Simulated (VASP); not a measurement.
# CsRb3Tb (R-3m) in VASP: single point with PBE

Aim: the single point of CsRb3Tb with PBE.

All numbers are computed with VASP 6.6.1; they aren't measurements. Logs are shortened: lines on timing, memory, paths and dates and some standing lists are left out, and cuts for length are marked.

**1. The cell of the first run**

It takes space group R-3m (No. 166, trigonal). Conventional cell: a = 10.594 Å, b = 10.594 Å, c = 15.821 Å, α = 90.00°, β = 90.00°, γ = 120.00°. Within 5.3 Å of Rb (site symmetry 2/m) lie 2 Tb at 4.04 Å and 4 Rb at 5.30 Å and 2 Cs at 5.30 Å. Within 5.3 Å of Tb (site symmetry -3m) lie 6 Rb at 4.04 Å.

**2. Single point, PBE**

Contents of POSCAR:

```
CsRb3Tb
1.0
    5.2970243501      3.0582384344      5.2737148175
   -5.2970243501      3.0582384344      5.2737148175
    0.0000000000     -6.1164768688      5.2737148175
Cs Rb Tb
1 3 1
Direct
    0.5000000000      0.5000000000      0.5000000000
    0.0000000000      0.0000000000      0.5000000000
    0.5000000000      0.0000000000      0.0000000000
    0.0000000000      0.5000000000      0.0000000000
    0.0000000000      0.0000000000      0.0000000000
```

Contents of INCAR.step1:

```
SYSTEM = CsRb3Tb
ALGO     = Normal         ! electronic algorithm
EDIFF    = 1E-6           ! SCF threshold, eV
ENCUT    = 400            ! plane-wave cutoff, eV
GGA      = PE             ! functional
GGA_COMPAT= .False.      
ISIF     = 2              ! what is computed and relaxed
ISMEAR   = 0              ! smearing method
LASPH    = .True.         ! aspherical terms in the spheres
LCHARG   = .True.         ! write CHGCAR
LMAXMIX  = 6              ! l up to which the mixer works
LORBIT   = 11             ! projections on sites
LREAL    = .False.        ! projectors in reciprocal space
LWAVE    = .False.        ! write WAVECAR
NBANDS   = 30             ! bands
NEDOS    = 2001           ! points of the DOS
NELM     = 200            ! most SCF steps
PREC     = Accurate       ! precision mode
SIGMA    = 0.1            ! smearing width, eV
```

Contents of KPOINTS.step1:

```
k-points
0
Gamma
  6 6 6
  0 0 0
```

Contents of INCAR.step2:

```
SYSTEM = CsRb3Tb
ALGO     = Normal         ! electronic algorithm
EDIFF    = 1E-6           ! SCF threshold, eV
ENCUT    = 400            ! plane-wave cutoff, eV
GGA      = PE             ! functional
GGA_COMPAT= .False.      
ICHARG   = 11             ! starting density
ISIF     = 2              ! what is computed and relaxed
ISMEAR   = -5             ! smearing method
LASPH    = .True.         ! aspherical terms in the spheres
LCHARG   = .False.        ! write CHGCAR
LMAXMIX  = 6              ! l up to which the mixer works
LORBIT   = 11             ! projections on sites
LREAL    = .False.        ! projectors in reciprocal space
LWAVE    = .False.        ! write WAVECAR
NBANDS   = 30             ! bands
NEDOS    = 2001           ! points of the DOS
NELM     = 200            ! most SCF steps
PREC     = Accurate       ! precision mode
SIGMA    = 0.1            ! smearing width, eV
```

Contents of KPOINTS.step2:

```
k-points
0
Gamma
  9 9 9
  0 0 0
```

Potentials or basis: VASP PAW PBE potentials, release 64 (Cs_sv, Rb_sv, Tb_3), 4f in core.

Run with:

```bash
$ cat potpaw_PBE.64/Cs_sv/POTCAR potpaw_PBE.64/Rb_sv/POTCAR potpaw_PBE.64/Tb_3/POTCAR > POTCAR
$ cp INCAR.step1 INCAR
$ cp KPOINTS.step1 KPOINTS
$ mpirun -np 1 vasp_std > vasp.out
$ cp INCAR.step2 INCAR
$ cp KPOINTS.step2 KPOINTS
$ mpirun -np 1 vasp_std > vasp.out
```

OUTCAR:

```text
SYSTEM = CsRb3Tb
   EDIFF = 1E-6
   ENCUT = 400
   GGA = PE
   ICHARG = 11
   ISIF = 2
   ISMEAR = -5
   LASPH = .True.
   LORBIT = 11
   LREAL = .False.
   NELM = 200
   PREC = Accurate

 ion  position               nearest neighbor table
   1  0.500  0.500  0.500-
   2  0.000  0.000  0.500-   5 4.04   5 4.04   4 5.30   3 5.30   4 5.30   3 5.30
   3  0.500  0.000  0.000-   5 4.04   5 4.04   2 5.30   2 5.30   4 5.30   4 5.30
   4  0.000  0.500  0.000-   5 4.04   5 4.04   2 5.30   2 5.30   3 5.30   3 5.30
   5  0.000  0.000  0.000-   2 4.04   2 4.04   4 4.04   3 4.04   4 4.04   3 4.04

  LATTYP: Found a trigonal (rhomboedric) cell.
 ALAT       =     8.0760978983
 COS(alpha) =     0.1396190524

  Lattice vectors:

 A1 = (   5.2970243501,   3.0582384344,   5.2737148175)
 A2 = (  -5.2970243501,   3.0582384344,   5.2737148175)
 A3 = (   0.0000000000,  -6.1164768688,   5.2737148175)

Analysis of symmetry for initial positions (statically):
=====================================================================
 Subroutine PRICEL returns:
 Original cell was already a primitive cell.

 Routine SETGRP: Setting up the symmetry group for a
 trigonal (rhombohedral) supercell.

 Subroutine GETGRP returns: Found 12 space group operations
 (whereof 12 operations were pure point group operations)
 out of a pool of 12 trial point group operations.

The static configuration has the point symmetry D_3d.

Analysis of symmetry for dynamics (positions and initial velocities):
=====================================================================
 Subroutine PRICEL returns:
 Original cell was already a primitive cell.

 Routine SETGRP: Setting up the symmetry group for a
 trigonal (rhombohedral) supercell.

 Subroutine GETGRP returns: Found 12 space group operations
 (whereof 12 operations were pure point group operations)
 out of a pool of 12 trial point group operations.

The dynamic configuration has the point symmetry D_3d.

 Subroutine INISYM returns: Found 12 space group operations
 (whereof 12 operations are pure point group operations),
 and found     1 'primitive' translations

----------------------------------------------------------------------------------------

                                     Primitive cell

  volume of cell :     512.5913

  direct lattice vectors                    reciprocal lattice vectors
     5.297024350  3.058238434  5.273714818     0.094392619  0.054497604  0.063206553
    -5.297024350  3.058238434  5.273714818    -0.094392619  0.054497604  0.063206553
     0.000000000 -6.116476869  5.273714818     0.000000000 -0.108995208  0.063206553

[... 99 lines left out ...]
   POTIM  = 0.5000    time-step for ionic-motion
   TEBEG  =    0.0;   TEEND  =   0.0 temperature during run
   PSTRESS=    0.0 pullay stress
   NELECT =      45.0000    total number of electrons
   NUPDOWN=      -1.0000    fix difference up-down
   EMIN   =  10.00;   EMAX   =-10.00  energy-range for DOS
   EFERMI =   0.00;   METHOD = LEGACY
   ISMEAR =    -5;   SIGMA  =   0.10  broadening in eV -4-tet -1-fermi 0-gaus
   EFERMI_NEDOS =   21; number of points for ismear=-14 and -15
   IALGO  =     38    algorithm
   IMIX   =      4    mixing-type and parameters
     AMIX     =   0.40;   BMIX     =  1.00
     AMIX_MAG =   1.60;   BMIX_MAG =  1.00
  volume/ion in A,a.u.               =     102.52       691.83
  Fermi-wavevector in a.u.,A,eV,Ry     =   0.727593  1.374952  7.202813  0.529392
  Thomas-Fermi vector in A             =   1.818855
   LORBIT       =     11    0 simple, 1 ext, 2 COOP (PROOUT), +10 PAW based schemes
   GGA     = PE    functional components
   LHFCALC =     F    Hartree Fock is set to
   AEXX    =    0.0000 exact exchange contribution
   IVDW    =     0    specifies the selected vdW correction
   LEPSILON=     F    determine dielectric tensor
   LRPA    =     F    only Hartree local field effects (RPA)
 non-spin polarized calculation
 Fermi weights with tetrahedron method with Bloechl corrections
  energy-cutoff  :      400.00
  volume of cell :      512.59
 maximum number of plane-waves:      9339
 NGX is ok and might be reduce to    54

 number of electron      44.9999992 magnetization

 Free energy of the ion-electron system (eV)
  ---------------------------------------------------
  ext. energy  EPLUGINS =         0.00000000
  ---------------------------------------------------
  free energy    TOTEN  =        -4.76873137 eV

  energy without entropy =       -4.76873137  energy(sigma->0) =       -4.76873137

 E-fermi :  -0.1912     XC(G=0):  -5.3080

 val. band max:       -0.1828932744   @ k =   0.2222   0.0000   0.0000
 cond. band min:      -0.2118053322   @ k =  -0.4444  -0.4444   0.2222
 fundamental gap:     -0.0289120577
 Fermi energy:        -0.1912449806

 k-point     1 :       0.0000    0.0000    0.0000
  band No.  band energies     occupation
      1     -28.7360      2.00000
      2     -28.7349      2.00000
      3     -28.7349      2.00000
      4     -24.9365      2.00000
      5     -24.9365      2.00000
      6     -24.8319      2.00000
[... 781 lines left out ...]
     29       0.7510      0.00000
     30       1.1411      0.00000

 [... further k-points ...]
[... 5 lines left out ...]
  --------------------------------------------------------------------------------------
  -------------------------------------------------------------------------------------
  Total       -0.1640750     -0.1640750     -0.2412017      0.0000000      0.0000000      0.0000000
  in kB       -0.5128400     -0.5128400     -0.7539103      0.0000000      0.0000000      0.0000000
  external PRESSURE =      -0.5931968 kB  Pullay stress =       0.0000000 kB

 VOLUME and BASIS-vectors are now :
 -----------------------------------------------------------------------------
  energy-cutoff  :      400.00
  volume of cell :      512.59
      direct lattice vectors                 reciprocal lattice vectors
     5.297024350  3.058238434  5.273714818     0.094392619  0.054497604  0.063206553
    -5.297024350  3.058238434  5.273714818    -0.094392619  0.054497604  0.063206553
     0.000000000 -6.116476869  5.273714818     0.000000000 -0.108995208  0.063206553

 POSITION                                       TOTAL-FORCE (eV/Angst)
 -----------------------------------------------------------------------------------
      0.00000      0.00000      7.91057         0.000000      0.000000      0.000000
      0.00000     -3.05824      2.63686        -0.000000     -0.000000     -0.000000
      2.64851      1.52912      2.63686         0.000000      0.000000      0.000000
     -2.64851      1.52912      2.63686        -0.000000     -0.000000     -0.000000
      0.00000      0.00000      0.00000         0.000000     -0.000000     -0.000000
 -----------------------------------------------------------------------------------
    total drift:                                0.000000     -0.000000     -0.000000

  FREE ENERGIE OF THE ION-ELECTRON SYSTEM (eV)
  ---------------------------------------------------
  free  energy   TOTEN  =        -4.7687313664 eV

  energy  without entropy=       -4.7687313664  energy(sigma->0) =       -4.76873137

 total charge

# of ion       s       p       d       tot
------------------------------------------
    1        1.856   4.688   0.007   6.551
    2        1.971   5.315   0.013   7.299
    3        1.971   5.315   0.013   7.299
    4        1.971   5.315   0.013   7.299
    5        0.467   6.115   0.698   7.279
--------------------------------------------------
tot          8.235  26.748   0.744  35.727
```

OUTCAR.step1:

```text
SYSTEM = CsRb3Tb
   EDIFF = 1E-6
   ENCUT = 400
   GGA = PE
   ISIF = 2
   ISMEAR = 0
   LASPH = .True.
   LORBIT = 11
   LREAL = .False.
   NELM = 200
   PREC = Accurate

[... 1029 lines left out ...]
  ---------------------------------------------------
  free  energy   TOTEN  =        -4.7975355530 eV

  energy  without entropy=       -4.7313956286  energy(sigma->0) =       -4.76446559

 total charge

# of ion       s       p       d       tot
------------------------------------------
    1        1.856   4.688   0.007   6.551
    2        1.970   5.315   0.013   7.298
    3        1.970   5.315   0.013   7.298
    4        1.970   5.315   0.013   7.298
    5        0.466   6.111   0.719   7.297
--------------------------------------------------
tot          8.232  26.745   0.766  35.742
```

OSZICAR.step1:

```text
N       E                     dE             d eps       ncg     rms          rms(c)
DAV:   1     0.294646395046E+03    0.29465E+03   -0.14853E+04  2176   0.900E+02
DAV:   2     0.322890619680E+02   -0.26236E+03   -0.25845E+03  2446   0.221E+02
DAV:   3    -0.375403020732E+01   -0.36043E+02   -0.35639E+02  2810   0.702E+01
DAV:   4    -0.495081517869E+01   -0.11968E+01   -0.11621E+01  2530   0.146E+01
DAV:   5    -0.499172668140E+01   -0.40912E-01   -0.40753E-01  3036   0.206E+00    0.847E+00
DAV:   6    -0.486995352036E+01    0.12177E+00   -0.12464E+00  2386   0.171E+00    0.577E+00
DAV:   7    -0.481091443887E+01    0.59039E-01   -0.31155E-01  2416   0.111E+00    0.312E+00
DAV:   8    -0.480004776837E+01    0.10867E-01   -0.49924E-02  2234   0.689E-01    0.284E-01
DAV:   9    -0.479778383580E+01    0.22639E-02   -0.18544E-02  2448   0.230E-01    0.151E-01
DAV:  10    -0.479798329483E+01   -0.19946E-03   -0.49279E-03  2462   0.158E-01    0.912E-02
DAV:  11    -0.479753007647E+01    0.45322E-03   -0.13047E-03  2508   0.718E-02    0.248E-02
DAV:  12    -0.479753293708E+01   -0.28606E-05   -0.11237E-04  2512   0.273E-02    0.266E-02
DAV:  13    -0.479753511170E+01   -0.21746E-05   -0.77918E-06  2016   0.917E-03    0.639E-03
DAV:  14    -0.479753555296E+01   -0.44126E-06   -0.11961E-06  1820   0.395E-03
   1 F= -.47975356E+01 E0= -.47644656E+01  d E =-.661399E-01
```

It took 11 min on 1 thread of AMD EPYC 9R45 (Zen 5), shared host; peak memory 0.96 GiB.

What came out:

```yaml
Valence_electrons_inside_the_program's_atomic_spheres: Cs 6.55; Rb 7.30; Tb 7.28
```

Caveat: spin-orbit coupling is left out, which moves the levels of the heavy elements; the 4f electrons are frozen in the core, so they carry no moment and show no levels.
